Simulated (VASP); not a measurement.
# C (P6_3/mmc) in VASP: relaxation of cell and atoms with LDA

Aim: the relaxation of cell and atoms of C with LDA.

Program: VASP 6.6.1. These are calculated values, not measurements. Logs are shortened: lines on timing, memory, paths and dates and some standing lists are left out, and cuts for length are marked.

## Step 1: The cell of the first run

Symmetry: P6_3/mmc, No. 194, hexagonal system. Conventional cell: a = 2.465 Å, b = 2.465 Å, c = 6.741 Å, α = 90.00°, β = 90.00°, γ = 120.00°. Within 1.9 Å of C (site symmetry -6m2) lie 3 C at 1.42 Å. C (site symmetry -6m2) has 3 C at 1.42 Å within 1.9 Å.

## Step 2: Relaxation of cell and atoms, LDA

File INCAR:

```
PREC     = Accurate       # precision mode
ENCUT    = 910            # plane-wave cutoff, eV
EDIFF    = 1E-7           # SCF threshold, eV
ISMEAR   = 0              # smearing method
SIGMA    = 0.1            # smearing width, eV
LREAL    = F              # projectors in reciprocal space
LASPH    = T              # aspherical terms in the spheres
NELM     = 120            # most SCF steps
ALGO     = Normal         # electronic algorithm
ISIF     = 3              # what is computed and relaxed
LWAVE    = F              # write WAVECAR
LCHARG   = F              # write CHGCAR
IBRION   = 2              # ionic algorithm
NSW      = 70             # ionic steps
EDIFFG   = -0.005         # ionic threshold
GGA_COMPAT= F            
NELMIN   = 4
```

File KPOINTS:

```
Automatic mesh
0
Gamma
  21 21 6
```

File POSCAR:

```
C
1.0
    2.4649634469      0.0000000000      0.0000000000
   -1.2324817235      2.1347209644      0.0000000000
    0.0000000000      0.0000000000      6.7405387673
C
4
Direct
    0.0000000000      0.0000000000      0.0025000114
    0.0000000000      0.0000000000      0.5025000114
    0.3333333333      0.6666666667      0.0024999886
    0.6666666667      0.3333333333      0.5024999886
```

Potentials or basis: VASP PAW LDA potentials, release 64 (C_h).

On the command line:

```bash
> cat potpaw_LDA.64/C_h/POTCAR > POTCAR
> mpirun -np 1 vasp_std > vasp.out
```

OUTCAR:

```text
PREC = Accurate
   ENCUT = 910
   EDIFF = 1E-7
   ISMEAR = 0
   LREAL = F
   LASPH = T
   NELM = 120
   ISIF = 3
   IBRION = 2
   NSW = 70
   EDIFFG = -0.005
   NELMIN = 4

 ion  position               nearest neighbor table
   1  0.000  0.000  0.003-   3 1.42   3 1.42   3 1.42
   2  0.000  0.000  0.503-   4 1.42   4 1.42   4 1.42
   3  0.333  0.667  0.002-   1 1.42   1 1.42   1 1.42
   4  0.667  0.333  0.502-   2 1.42   2 1.42   2 1.42

  LATTYP: Found a hexagonal cell.
 ALAT       =     2.4649634469
 C/A-ratio  =     2.7345390358

  Lattice vectors:

 A1 = (   2.4649634469,   0.0000000000,   0.0000000000)
 A2 = (  -1.2324817235,   2.1347209644,   0.0000000000)
 A3 = (   0.0000000000,   0.0000000000,   6.7405387673)

Analysis of symmetry for initial positions (statically):
=====================================================================
 Subroutine PRICEL returns:
 Original cell was already a primitive cell.

 Routine SETGRP: Setting up the symmetry group for a
 hexagonal supercell.

 Subroutine GETGRP returns: Found 24 space group operations
 (whereof  6 operations were pure point group operations)
 out of a pool of 24 trial point group operations.

The static configuration has the point symmetry C_3v.
 The point group associated with its full space group is D_6h.

Analysis of symmetry for dynamics (positions and initial velocities):
=====================================================================
 Subroutine PRICEL returns:
 Original cell was already a primitive cell.

 Routine SETGRP: Setting up the symmetry group for a
 hexagonal supercell.

 Subroutine GETGRP returns: Found 24 space group operations
 (whereof  6 operations were pure point group operations)
 out of a pool of 24 trial point group operations.

The dynamic configuration has the point symmetry C_3v.
 The point group associated with its full space group is D_6h.

 Subroutine INISYM returns: Found 24 space group operations
 (whereof  6 operations are pure point group operations),
 and found     1 'primitive' translations

----------------------------------------------------------------------------------------

                                     Primitive cell

  volume of cell :      35.4688

  direct lattice vectors                    reciprocal lattice vectors
     2.464963447  0.000000000  0.000000000     0.405685529  0.234222649  0.000000000
    -1.232481724  2.134720964  0.000000000     0.000000000  0.468445299  0.000000000
     0.000000000  0.000000000  6.740538767     0.000000000  0.000000000  0.148356094

  length of vectors
     2.464963447  2.464963447  6.740538767     0.468445299  0.468445299  0.148356094

  position of ions in fractional coordinates (direct lattice)
     0.000000000  0.000000000  0.002500011
     0.000000000  0.000000000  0.502500011
     0.333333333  0.666666667  0.002499989
     0.666666667  0.333333333  0.502499989

  ion indices of the primitive-cell ions
   primitive index   ion index
                 1           1
                 2           2
                 3           3
                 4           4

----------------------------------------------------------------------------------------

 KPOINTS: Automatic mesh

Automatic generation of k-mesh.
 Grid dimensions read from file:
 generate k-points for:   21   21    6

 Generating k-lattice:

  Cartesian coordinates                     Fractional coordinates (reciprocal lattice)
     0.019318359  0.011153459  0.000000000     0.047619048  0.000000000  0.000000000
     0.000000000  0.022306919  0.000000000     0.000000000  0.047619048  0.000000000
     0.000000000  0.000000000  0.024726016     0.000000000  0.000000000  0.166666667

  Length of vectors
     0.022306919  0.022306919  0.024726016

  Shift w.r.t. Gamma in fractional coordinates (k-lattice)
     0.000000000  0.000000000  0.000000000

 Subroutine IBZKPT returns following result:
 ===========================================

 Found    192 irreducible k-points:

 Following reciprocal coordinates:
            Coordinates               Weight
  0.000000  0.000000  0.000000      1.000000
  0.047619  0.000000  0.000000      6.000000
  0.095238  0.000000  0.000000      6.000000
  0.142857  0.000000  0.000000      6.000000
  0.190476  0.000000  0.000000      6.000000
  0.238095  0.000000  0.000000      6.000000
[... 16 lines left out ...]
  0.142857  0.095238  0.000000     12.000000
  0.190476  0.095238  0.000000     12.000000
 [... further k-points ...]
   k-points           NKPTS =    192   k-points in BZ     NKDIM =    192   number of bands    NBANDS=     12
   number of dos      NEDOS =    301   number of ions     NIONS =      4
   total plane-waves  NPLWV =  40320
   dimension x,y,z NGX =    24 NGY =   24 NGZ =   70
   dimension x,y,z NGXF=    48 NGYF=   48 NGZF=  140
   ions per type =               4
   NGX,Y,Z   is equivalent  to a cutoff of  16.19, 16.19, 17.26 a.u.
   NGXF,Y,Z  is equivalent  to a cutoff of  32.37, 32.37, 34.53 a.u.
 SYSTEM =  unknown system
   PREC   = accura    normal or accurate (medium, high low for compatibility)
   ISTART =      0    job   : 0-new  1-cont  2-samecut
   ICHARG =      2    charge: 1-file 2-atom 10-const
   ISPIN  =      1    spin polarized calculation?
   LNONCOLLINEAR =      F non collinear calculations
   LSORBIT =      F    spin-orbit coupling
   LASPH  =      T    aspherical Exc in radial PAW
   ENCUT  =  910.0 eV  66.88 Ry    8.18 a.u.   6.06  6.06 16.58*2*pi/ulx,y,z
   NELM   =    120;   NELMIN=  4; NELMDL= -5     # of ELM steps
   EDIFF  = 0.1E-06   stopping-criterion for ELM
   LREAL  =      F    real-space projection
   EDIFFG = -.5E-02   stopping-criterion for IOM
   NSW    =     70    number of steps for IOM
   IBRION =      2    ionic relax: 0-MD 1-quasi-New 2-CG
   NFREE  =      1    steps in history (QN), initial steepest desc. (CG)
   ISIF   =      3    stress and relaxation
   ISYM   =      2    0-nonsym 1-usesym 2-fastsym
   POTIM  = 0.5000    time-step for ionic-motion
   TEBEG  =    0.0;   TEEND  =   0.0 temperature during run
   PSTRESS=    0.0 pullay stress
   NELECT =      16.0000    total number of electrons
   NUPDOWN=      -1.0000    fix difference up-down
   EMIN   =  10.00;   EMAX   =-10.00  energy-range for DOS
   EFERMI =   0.00;   METHOD = LEGACY
   ISMEAR =     0;   SIGMA  =   0.10  broadening in eV -4-tet -1-fermi 0-gaus
   EFERMI_NEDOS =   21; number of points for ismear=-14 and -15
   IALGO  =     38    algorithm
   IMIX   =      4    mixing-type and parameters
     AMIX     =   0.40;   BMIX     =  1.00
     AMIX_MAG =   1.60;   BMIX_MAG =  1.00
  volume/ion in A,a.u.               =       8.87        59.84
  Fermi-wavevector in a.u.,A,eV,Ry     =   1.255546  2.372639 21.448179  1.576397
  Thomas-Fermi vector in A             =   2.389298
   LORBIT       =      0    0 simple, 1 ext, 2 COOP (PROOUT), +10 PAW based schemes
   GGA     = CA    functional components
   LHFCALC =     F    Hartree Fock is set to
   AEXX    =    0.0000 exact exchange contribution
   IVDW    =     0    specifies the selected vdW correction
   LEPSILON=     F    determine dielectric tensor
   LRPA    =     F    only Hartree local field effects (RPA)
 conjugate gradient relaxation of ions
 non-spin polarized calculation
 Gauss-broadening in eV      SIGMA  =   0.10
  energy-cutoff  :      910.00
  volume of cell :       35.47
 maximum number of plane-waves:      2241
   NGX = 13   NGY = 13   NGZ = 33

--------------------------------------- Ionic step        1  -------------------------------------------

 number of electron      16.0000001 magnetization

 Free energy of the ion-electron system (eV)
  ---------------------------------------------------
  ext. energy  EPLUGINS =         0.00000000
  ---------------------------------------------------
  free energy    TOTEN  =       -40.47487076 eV

  energy without entropy =      -40.47428188  energy(sigma->0) =      -40.47457632

------------------------ aborting loop because EDIFF is reached ----------------------------------------

  FORCE on cell =-STRESS in cart. coord.  units (eV):
  Direction    XX          YY          ZZ          XY          YZ          ZX
  --------------------------------------------------------------------------------------
  -------------------------------------------------------------------------------------
  Total       -2.1214147     -2.1214147     -0.1427379      0.0000000      0.0000000      0.0000000
  in kB      -95.8274534    -95.8274534     -6.4476835      0.0000000      0.0000000      0.0000000
  external PRESSURE =     -66.0341967 kB  Pullay stress =       0.0000000 kB
[... 95 lines left out ...]
  FREE ENERGIE OF THE ION-ELECTRON SYSTEM (eV)
  ---------------------------------------------------
  free  energy   TOTEN  =       -40.4912341276 eV

  energy  without entropy=      -40.4906449489  energy(sigma->0) =      -40.49093954

[... ionic steps 4 to 9 ...]

--------------------------------------- Ionic step       10  -------------------------------------------

 number of electron      16.0000001 magnetization

------------------------ aborting loop because EDIFF is reached ----------------------------------------
[... 71 lines left out ...]
--------------------------------------- Ionic step       12  -------------------------------------------

 number of electron      16.0000001 magnetization

 Free energy of the ion-electron system (eV)
  ---------------------------------------------------
  ext. energy  EPLUGINS =         0.00000000
  ---------------------------------------------------
  free energy    TOTEN  =       -40.49273874 eV

  energy without entropy =      -40.49215395  energy(sigma->0) =      -40.49244635

 E-fermi :   5.5763     XC(G=0): -11.0039

 val. band max:        5.5732533716   @ k =   0.3333   0.3333   0.5000
 cond. band min:       5.5877816415   @ k =   0.3333   0.3333   0.3333
 fundamental gap:      0.0145282699
 Fermi energy:         5.5762996653

 k-point     1 :       0.0000    0.0000    0.0000
  band No.  band energies     occupation
      1     -14.0377      2.00000
      2     -13.6784      2.00000
      3      -3.2174      2.00000
      4      -1.0058      2.00000
      5       2.6011      2.00000
      6       2.6011      2.00000
      7       2.6222      2.00000
      8       2.6222      2.00000
      9       9.5460      0.00000
     10      14.0296      0.00000
     11      14.0296      0.00000
     12      14.0896      0.00000
[... 331 lines left out ...]
 k-point    24 :       0.1905    0.0952    0.0000
  band No.  band energies     occupation
      1     -12.5211      2.00000
      2     -12.1952      2.00000
      3      -1.5258      2.00000
      4      -1.4313      2.00000
      5      -1.3625      2.00000
      6       0.0552      2.00000
      7       0.1149      2.00000
      8       0.7017      2.00000
      9      11.3961      0.00000
     10      12.7077      0.00000
     11      13.2894      0.00000
     12      14.6088      0.00000

 [... further k-points ...]

------------------------ aborting loop because EDIFF is reached ----------------------------------------

  FORCE on cell =-STRESS in cart. coord.  units (eV):
  Direction    XX          YY          ZZ          XY          YZ          ZX
  --------------------------------------------------------------------------------------
  -------------------------------------------------------------------------------------
  Total       -0.0001808     -0.0001808      0.0037028      0.0000000      0.0000000     -0.0000000
  in kB       -0.0084690     -0.0084690      0.1733977      0.0000000      0.0000000     -0.0000000
  external PRESSURE =       0.0521532 kB  Pullay stress =       0.0000000 kB
[... 19 lines left out ...]
  FREE ENERGIE OF THE ION-ELECTRON SYSTEM (eV)
  ---------------------------------------------------
  free  energy   TOTEN  =       -40.4927387422 eV

  energy  without entropy=      -40.4921539492  energy(sigma->0) =      -40.49244635

 reached required accuracy - stopping structural energy minimisation
```

Run time: 6.5 min. Hardware: 1 thread of Intel Xeon 6975P-C (Granite Rapids), shared host; peak memory 0.26 GiB.

What came out:

```yaml
Free_energy: -40.4927 eV
Relaxed_volume: 8.55 Å³/atom
Relaxed_cell: a = 2.446 Å, b = 2.446 Å, c = 6.602 Å, α = 90.00°, β = 90.00°, γ = 120.00°
Space_group_after_relaxing_to_0.1_Å: P6_3/mmc (No. 194)
Energy_gained_by_relaxing: 4.5 meV/atom
Ionic_steps: 12
Pressure_after_relaxing: 0.0 GPa
Band_gap_on_the_k_mesh: zero (bands 8 and 9 overlap by 0.03 eV)
```

The path:
```
step  energy change (eV)  largest force (eV/Å)  pressure (GPa)  volume (Å³)
   1              0.0000                0.0000           -6.60        35.47
   2              0.0804                0.0000           16.85        33.62
   3             -0.0164                0.0000           -0.34        34.92
   4             -0.0164                0.0000           -0.21        34.91
   5             -0.0164                0.0000           -0.08        34.90
   6             -0.0166                0.0000           -0.06        34.85
   7             -0.0171                0.0000            0.01        34.69
   8             -0.0178                0.0000            0.16        34.36
   9             -0.0170                0.0000            0.48        33.71
  10             -0.0178                0.0000            0.25        34.20
  11             -0.0161                0.0000           -2.16        34.35
  12             -0.0179                0.0000            0.01        34.21
```

Final structure:
```yaml
crystal:
  lattice:
    - [2.44616, 0.00000, 0.00000]
    - [-1.22308, 2.11844, 0.00000]
    - [0.00000, 0.00000, 6.60228]
  atoms:
    - { symbol: C, position: [0.00000, 0.00000, 0.00250] }
    - { symbol: C, position: [0.00000, 0.00000, 0.50250] }
    - { symbol: C, position: [0.33333, 0.66667, 0.00250] }
    - { symbol: C, position: [0.66667, 0.33333, 0.50250] }
```

Caveat: the cutoff is under 1.25 times the usual one of these potentials, so pressure, stress and relaxed cells hold a basis-set (Pulay) error. LDA usually gives volumes a few per cent too small.
